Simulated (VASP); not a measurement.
# Os (P6_3/mmc) in VASP: notebook

Os is run at these levels: LDA, PBE0, B3LYP; tasks: single point.

Program: VASP 6.6.1. These are calculated values, not measurements. Logs are shortened: lines on timing, memory, paths and dates and some standing lists are left out, and cuts for length are marked.

## 1. The cell of the first run

The structure is hexagonal, space group P6_3/mmc (No. 194). The conventional cell has a = 2.788 Å, b = 2.788 Å, c = 4.404 Å, α = 90.00°, β = 90.00°, γ = 120.00°. Os (site symmetry -6m2) has 12 Os at 2.73 to 2.79 Å within 3.6 Å.

## 2. Single point, LDA (14.82 Å³/atom)

The input, INCAR:

```
  PREC = Accurate
  ENCUT = 520
  EDIFF = 1E-6
  ISMEAR = -1
  SIGMA = 0.05
  LREAL = F
  LASPH = T
  NELM = 100
  ALGO = Normal
  ISIF = 2
  LWAVE = F
  LCHARG = F
  GGA = CA
  NBANDS = 15
```

The input, KPOINTS:

```
Automatic mesh
0
Gamma
  11 11 6
```

The input, POSCAR:

```
Os
1.0
    2.7877234178      0.0000000000      0.0000000000
   -1.3938617089      2.4142392985      0.0000000000
    0.0000000000      0.0000000000      4.4044215090
Os
2
Direct
    0.6666666667      0.3333333333      0.7500000000
    0.3333333333      0.6666666667      0.2500000000
```

Potentials or basis: VASP PAW LDA potentials, release 64 (Os).

Command:

```bash
$ cat potpaw_LDA.64/Os/POTCAR > POTCAR
$ mpirun -np 1 vasp_std > vasp.out
```

OUTCAR:

```text
PREC = Accurate
   ENCUT = 520
   EDIFF = 1E-6
   ISMEAR = -1
   LREAL = F
   LASPH = T
   NELM = 100
   ISIF = 2
   GGA = CA

 ion  position               nearest neighbor table
   1  0.667  0.333  0.750-   2 2.73   2 2.73   2 2.73   2 2.73   2 2.73   2 2.73
   2  0.333  0.667  0.250-   1 2.73   1 2.73   1 2.73   1 2.73   1 2.73   1 2.73

  LATTYP: Found a hexagonal cell.
 ALAT       =     2.7877234178
 C/A-ratio  =     1.5799348963

  Lattice vectors:

 A1 = (   2.7877234178,   0.0000000000,   0.0000000000)
 A2 = (  -1.3938617089,   2.4142392985,   0.0000000000)
 A3 = (   0.0000000000,   0.0000000000,   4.4044215090)

Analysis of symmetry for initial positions (statically):
=====================================================================
 Subroutine PRICEL returns:
 Original cell was already a primitive cell.

 Routine SETGRP: Setting up the symmetry group for a
 hexagonal supercell.

 Subroutine GETGRP returns: Found 24 space group operations
 (whereof 12 operations were pure point group operations)
 out of a pool of 24 trial point group operations.

The static configuration has the point symmetry D_3d.
 The point group associated with its full space group is D_6h.

Analysis of symmetry for dynamics (positions and initial velocities):
=====================================================================
 Subroutine PRICEL returns:
 Original cell was already a primitive cell.

 Routine SETGRP: Setting up the symmetry group for a
 hexagonal supercell.

 Subroutine GETGRP returns: Found 24 space group operations
 (whereof 12 operations were pure point group operations)
 out of a pool of 24 trial point group operations.

The dynamic configuration has the point symmetry D_3d.
 The point group associated with its full space group is D_6h.

 Subroutine INISYM returns: Found 24 space group operations
 (whereof 12 operations are pure point group operations),
 and found     1 'primitive' translations

----------------------------------------------------------------------------------------

                                     Primitive cell

  volume of cell :      29.6428

  direct lattice vectors                    reciprocal lattice vectors
     2.787723418  0.000000000  0.000000000     0.358715644  0.207104573  0.000000000
    -1.393861709  2.414239299  0.000000000     0.000000000  0.414209147  0.000000000
     0.000000000  0.000000000  4.404421509     0.000000000  0.000000000  0.227044573

  length of vectors
     2.787723418  2.787723418  4.404421509     0.414209147  0.414209147  0.227044573

  position of ions in fractional coordinates (direct lattice)
     0.666666667  0.333333333  0.750000000
     0.333333333  0.666666667  0.250000000

  ion indices of the primitive-cell ions
   primitive index   ion index
                 1           1
                 2           2

----------------------------------------------------------------------------------------

 KPOINTS: Automatic mesh

Automatic generation of k-mesh.
 Grid dimensions read from file:
 generate k-points for:   11   11    6

 Generating k-lattice:

  Cartesian coordinates                     Fractional coordinates (reciprocal lattice)
     0.032610513  0.018827688  0.000000000     0.090909091  0.000000000  0.000000000
     0.000000000  0.037655377  0.000000000     0.000000000  0.090909091  0.000000000
     0.000000000  0.000000000  0.037840762     0.000000000  0.000000000  0.166666667

  Length of vectors
     0.037655377  0.037655377  0.037840762

  Shift w.r.t. Gamma in fractional coordinates (k-lattice)
     0.000000000  0.000000000  0.000000000

 Subroutine IBZKPT returns following result:
 ===========================================

 Found     64 irreducible k-points:

 Following reciprocal coordinates:
            Coordinates               Weight
  0.000000  0.000000  0.000000      1.000000
  0.090909 -0.000000  0.000000      6.000000
  0.181818 -0.000000  0.000000      6.000000
  0.272727 -0.000000  0.000000      6.000000
  0.363636 -0.000000  0.000000      6.000000
  0.454545  0.000000  0.000000      6.000000
[... 16 lines left out ...]
  0.090909  0.090909  0.166667     12.000000
  0.181818  0.090909  0.166667     24.000000
 [... further k-points ...]
   k-points           NKPTS =     64   k-points in BZ     NKDIM =     64   number of bands    NBANDS=     15
   number of dos      NEDOS =    301   number of ions     NIONS =      2
   total plane-waves  NPLWV =  20736
   dimension x,y,z NGX =    24 NGY =   24 NGZ =   36
   dimension x,y,z NGXF=    48 NGYF=   48 NGZF=   72
   ions per type =               2
   NGX,Y,Z   is equivalent  to a cutoff of  14.31, 14.31, 13.59 a.u.
   NGXF,Y,Z  is equivalent  to a cutoff of  28.62, 28.62, 27.18 a.u.
 SYSTEM =  unknown system
   PREC   = accura    normal or accurate (medium, high low for compatibility)
   ISTART =      0    job   : 0-new  1-cont  2-samecut
   ICHARG =      2    charge: 1-file 2-atom 10-const
[... 65 lines left out ...]
      3       5.7131      2.00000
      4       5.7131      2.00000
      5       5.9282      2.00000
      6       6.4741      2.00000
      7       6.4741      2.00000
      8       7.0664      2.00000
      9       7.0664      2.00000
     10       8.6599      0.03847
     11      10.0477      0.00000
     12      10.0477      0.00000
     13      16.9089      0.00000
     14      22.6531      0.00000
     15      25.2655      0.00000

 k-point     2 :       0.0909   -0.0000    0.0000
  band No.  band energies     occupation
      1      -1.5203      2.00000
      2       1.5671      2.00000
      3       5.2087      2.00000
      4       5.9834      2.00000
      5       6.2630      2.00000
      6       6.4045      2.00000
      7       6.6466      2.00000
      8       6.7254      2.00000
      9       6.8593      2.00000
     10       7.6026      2.00000
     11      10.1858      0.00000
     12      11.6238      0.00000
     13      16.8709      0.00000
     14      23.2526      0.00000
     15      25.6536      0.00000

 k-point     3 :       0.1818   -0.0000    0.0000
  band No.  band energies     occupation
      1      -0.6535      2.00000
      2       2.2109      2.00000
      3       4.6224      2.00000
      4       5.3081      2.00000
      5       5.8850      2.00000
      6       6.3897      2.00000
      7       6.7653      2.00000
      8       7.0198      2.00000
      9       7.0807      2.00000
     10       7.4460      2.00000
     11      10.4676      0.00000
     12      13.8810      0.00000
     13      16.7039      0.00000
     14      23.8462      0.00000
     15      25.8124      0.00000

 k-point     4 :       0.2727   -0.0000    0.0000
  band No.  band energies     occupation
      1       0.5198      2.00000
      2       2.5212      2.00000
      3       4.0308      2.00000
      4       4.5714      2.00000
      5       5.7493      2.00000
      6       5.8869      2.00000
      7       6.6316      2.00000
      8       7.9520      1.99993
      9       8.1205      1.99790
     10       8.5226      0.46865
     11      10.7188      0.00000
     12      16.1742      0.00000
     13      16.4476      0.00000
     14      21.1158      0.00000
     15      23.9927      0.00000
[... 307 lines left out ...]
 k-point    22 :       0.4545    0.0000    0.1667
  band No.  band energies     occupation
      1       1.5219      2.00000
      2       2.0471      2.00000
      3       3.3572      2.00000
      4       4.3707      2.00000
      5       5.5300      2.00000
      6       6.6328      2.00000
      7       7.6539      2.00000
      8      10.0396      0.00000
      9      10.3890      0.00000
     10      10.8112      0.00000
     11      11.4517      0.00000
     12      14.2221      0.00000
     13      16.8058      0.00000
     14      18.9665      0.00000
     15      21.0324      0.00000

 k-point    23 :       0.0909    0.0909    0.1667
  band No.  band energies     occupation
      1      -0.6351      2.00000
      2       2.1150      2.00000
      3       4.7538      2.00000
      4       5.0978      2.00000
      5       5.8088      2.00000
      6       6.1319      2.00000
      7       6.5648      2.00000
      8       6.8788      2.00000
      9       7.5300      2.00000
     10       7.5851      2.00000
     11      10.2851      0.00000
     12      12.2264      0.00000
     13      18.4142      0.00000
     14      23.7013      0.00000
     15      25.6445      0.00000

 k-point    24 :       0.1818    0.0909    0.1667
  band No.  band energies     occupation
      1       0.3542      2.00000
      2       2.8019      2.00000
      3       4.1314      2.00000
      4       4.3399      2.00000
      5       5.4879      2.00000
      6       6.0507      2.00000
      7       6.5747      2.00000
      8       7.4472      2.00000
      9       8.0108      1.99977
     10       8.3438      1.83244
     11      10.4274      0.00000
     12      13.6476      0.00000
     13      18.4781      0.00000
     14      22.9728      0.00000
     15      24.1334      0.00000

 [... further k-points ...]

------------------------ aborting loop because EDIFF is reached ----------------------------------------

  FORCE on cell =-STRESS in cart. coord.  units (eV):
  Direction    XX          YY          ZZ          XY          YZ          ZX
  --------------------------------------------------------------------------------------
  -------------------------------------------------------------------------------------
  Total       -5.2034055     -5.2034055     -5.5779491      0.0000000      0.0000000     -0.0000000
  in kB     -281.2414843   -281.2414843   -301.4853803      0.0000000      0.0000000     -0.0000000
  external PRESSURE =    -287.9894497 kB  Pullay stress =       0.0000000 kB

 VOLUME and BASIS-vectors are now :
 -----------------------------------------------------------------------------
  energy-cutoff  :      520.00
  volume of cell :       29.64
      direct lattice vectors                 reciprocal lattice vectors
     2.787723418  0.000000000  0.000000000     0.358715644  0.207104573  0.000000000
    -1.393861709  2.414239299  0.000000000     0.000000000  0.414209147  0.000000000
     0.000000000  0.000000000  4.404421509     0.000000000  0.000000000  0.227044573

 POSITION                                       TOTAL-FORCE (eV/Angst)
 -----------------------------------------------------------------------------------
      1.39386      0.80475      3.30332         0.000000     -0.000000      0.000000
     -0.00000      1.60949      1.10111        -0.000000      0.000000      0.000000
 -----------------------------------------------------------------------------------
    total drift:                               -0.000000      0.000000     -0.000000

  FREE ENERGIE OF THE ION-ELECTRON SYSTEM (eV)
  ---------------------------------------------------
  free  energy   TOTEN  =       -25.0899366011 eV

  energy  without entropy=      -25.0751971377  energy(sigma->0) =      -25.08256687
```

It took 48 s on 1 thread of Intel Xeon 8259CL, shared host; peak memory 0.15 GiB.

Results:

* Free energy: -25.0899 eV
* Pressure: -28.8 GPa
* Band gap on the k mesh: zero (bands 8 and 9 overlap by 3.53 eV)

Stress tensor (GPa, compression positive):
```
-28.12   0.00   0.00
  0.00 -28.12   0.00
  0.00   0.00 -30.15
```

Levels at points of the mesh, in eV from the Fermi level:
| k point | band 6 | band 7 | band 8 | band 9 | band 10 | band 11 |
| --- | --- | --- | --- | --- | --- | --- |
| (0.00, 0.00, 0.00) | -1.99 | -1.99 | -1.40 | -1.40 | 0.20 | 1.58 |
| (0.00, 0.00, 0.50) | -2.93 | -2.93 | -2.93 | 0.84 | 0.84 | 0.84 |

Caveat: the cell stands under tension; spin-orbit coupling is left out, which moves the levels of the heavy elements.

## 3. Single point, PBE0

This run uses another cell than the first one, of 13.84 Å³/atom.

The input, POSCAR:

```
Os
1.0
    2.7326610076      0.0000000000      0.0000000000
   -1.3663305038      2.3665538525      0.0000000000
    0.0000000000      0.0000000000      4.2793599863
Os
2
Direct
    0.6666666667      0.3333333333      0.7500000000
    0.3333333333      0.6666666667      0.2500000000
```

The input, INCAR.step1:

```
PREC     = Accurate       # precision mode
ENCUT    = 520            # plane-wave cutoff, eV
EDIFF    = 1E-5           # SCF threshold, eV
ISMEAR   = -1             # smearing method
SIGMA    = 0.05           # smearing width, eV
LREAL    = F              # projectors in reciprocal space
LASPH    = T              # aspherical terms in the spheres
NELM     = 60             # most SCF steps
ALGO     = Normal         # electronic algorithm
ISIF     = 2              # what is computed and relaxed
LWAVE    = T              # write WAVECAR
LCHARG   = F              # write CHGCAR
GGA      = PE             # functional
NBANDS   = 15             # bands
```

The input, INCAR.step2:

```
PREC     = Accurate       # precision mode
ENCUT    = 520            # plane-wave cutoff, eV
EDIFF    = 1E-7           # SCF threshold, eV
ISMEAR   = -1             # smearing method
SIGMA    = 0.05           # smearing width, eV
LREAL    = F              # projectors in reciprocal space
LASPH    = T              # aspherical terms in the spheres
NELM     = 60             # most SCF steps
ALGO     = Normal         # electronic algorithm
ISIF     = 2              # what is computed and relaxed
LWAVE    = F              # write WAVECAR
LCHARG   = F              # write CHGCAR
GGA      = PE             # functional
LHFCALC  = T              # exact exchange
AEXX     = 0.25           # exact-exchange fraction
PRECFOCK = Normal       
ISTART   = 1            
NBANDS   = 15             # bands
```

The input, KPOINTS:

```
regular mesh
0
Gamma
  6 6 3
```

Potentials or basis: VASP PAW PBE potentials, release 64 (Os).

Command:

```bash
$ cat potpaw_PBE.64/Os/POTCAR > POTCAR
$ cp INCAR.step1 INCAR
$ mpirun -np 1 vasp_std > vasp.out
$ cp INCAR.step2 INCAR
$ mpirun -np 1 vasp_std > vasp.out
```

It took 20 min on 1 thread of Intel Xeon Platinum 8259CL at 2.50GHz (Skylake/Cascade Lake), shared host; peak memory 0.16 GiB.

Results (log left out):

```yaml
Free_energy: -27.9136 eV
Pressure: 1.2 GPa
Band_gap_on_the_k_mesh: zero (bands 8 and 9 overlap by 5.28 eV)
```

Stress tensor (GPa, compression positive):
```
 1.91  0.00  0.00
 0.00  1.91  0.00
 0.00  0.00 -0.36
```

Levels at points of the mesh, in eV from the Fermi level:
| k point | band 6 | band 7 | band 8 | band 9 | band 10 | band 11 |
| --- | --- | --- | --- | --- | --- | --- |
| (0.00, 0.00, 0.00) | -3.08 | -3.08 | -2.47 | -2.47 | 0.23 | 2.40 |
| (0.50, 0.00, 0.00) | -3.40 | -2.51 | 2.81 | 3.46 | 3.59 | 5.53 |

Caveat: the k points lie up to 0.49 Å⁻¹ apart, too coarse for converged energies and pressures of a metal; the PAW data sets were made with another functional, which shifts forces and pressure a little; spin-orbit coupling is left out, which moves the levels of the heavy elements.

## 4. Single point, B3LYP

This run uses another cell than the first one, of 13.98 Å³/atom.

The input, POSCAR:

```
Os
1.0
    2.7341000000      0.0000000000      0.0000000000
   -1.3670500000      2.3678000565      0.0000000000
    0.0000000000      0.0000000000      4.3197000000
Os
2
Direct
    0.6666666667      0.3333333333      0.7500000000
    0.3333333333      0.6666666667      0.2500000000
```

The input, INCAR.step1:

```
SYSTEM = Os
ALGO = Normal ; EDIFF = 1E-5
ENCUT = 520 ; GGA = PE
ISIF = 2 ; ISMEAR = -1
LASPH = .True. ; LREAL = .False.
LWAVE = .True. ; NBANDS = 15
NELM = 100 ; PREC = Accurate
SIGMA = 0.05
```

The input, INCAR.step2:

```
SYSTEM = Os
AEXX = 0.2 ; AGGAC = 0.81
AGGAX = 0.72 ; ALDAC = 0.19
ALGO = Normal ; EDIFF = 1E-7
ENCUT = 520 ; GGA = B3
ISIF = 2 ; ISMEAR = -1
ISTART = 1 ; LASPH = .True.
LCHARG = .True. ; LELF = .True.
LHFCALC = .True. ; LREAL = .False.
LVHAR = .True. ; LWAVE = .False.
NBANDS = 15 ; NELM = 100
PREC = Accurate ; PRECFOCK = Normal
SIGMA = 0.05
```

The input, KPOINTS:

```
k-points
0
Gamma
  6 6 3
  0 0 0
```

Command:

```bash
$ cat potpaw_PBE.64/Os/POTCAR > POTCAR
$ cp INCAR.step1 INCAR
$ mpirun -np 1 vasp_std > vasp.out
$ cp INCAR.step2 INCAR
$ mpirun -np 1 vasp_std > vasp.out
```

Wall time 18 min (1 thread of Intel Xeon Platinum 8259CL at 2.50GHz (Skylake/Cascade Lake), shared host); peak memory 0.16 GiB.

It converged, with:

```yaml
Free_energy: -23.8987 eV
Pressure: 16.2 GPa
Band_gap_on_the_k_mesh: zero (bands 8 and 9 overlap by 4.88 eV)
```

Stress tensor (GPa, compression positive):
```
19.05  0.00  0.00
 0.00 19.05  0.00
 0.00  0.00 10.60
```

Levels at points of the mesh, in eV from the Fermi level:
| k point | band 4 | band 5 | band 6 | band 7 | band 8 | band 9 | band 10 | band 11 | band 12 | band 13 |
| --- | --- | --- | --- | --- | --- | --- | --- | --- | --- | --- |
| (0.00, 0.00, 0.00) | -3.86 | -3.52 | -2.97 | -2.97 | -2.28 | -2.28 | 0.38 | 2.16 | 2.16 | 10.29 |
| (0.50, 0.00, 0.00) | -4.48 | -3.38 | -3.27 | -2.46 | 2.59 | 3.20 | 3.24 | 5.26 | 6.67 | 10.54 |

Caveat: the k points lie up to 0.48 Å⁻¹ apart, too coarse for converged energies and pressures of a metal; the PAW data sets were made with another functional, which shifts forces and pressure a little; spin-orbit coupling is left out, which moves the levels of the heavy elements.

## 5. Summary

```csv
level,potentials or basis,cell,k mesh,grid for exact exchange (PRECFOCK),share of exact exchange,gap on the mesh (eV),pressure (GPa)
LDA,"VASP PAW LDA potentials, release 64 (Os)","a = 2.788, b = 2.788, c = 4.404 Å, angles 90.0, 90.0, 120.0°, 2 atoms",11 × 11 × 6,-,-,none,-28.8
PBE0,"VASP PAW PBE potentials, release 64 (Os)","a = 2.733, b = 2.733, c = 4.279 Å, angles 90.0, 90.0, 120.0°, 2 atoms",6 × 6 × 3,Normal,0.25,none,1.2
B3LYP,"VASP PAW PBE potentials, release 64 (Os)","a = 2.734, b = 2.734, c = 4.320 Å, angles 90.0, 90.0, 120.0°, 2 atoms",6 × 6 × 3,Normal,0.2,none,16.2
```

Alike in all rows: task single point; no spin polarisation; cutoff (eV) 520; smearing fermi-dirac 0.05 eV.

Caveats: some runs use coarse meshes; spin-orbit coupling is left out, which moves the levels of the heavy elements; the PAW data sets were made with another functional, which shifts forces and pressure a little (at least some runs); the cell stands under tension (at least some runs).

Absolute energies hang on the potentials; compare differences alone.
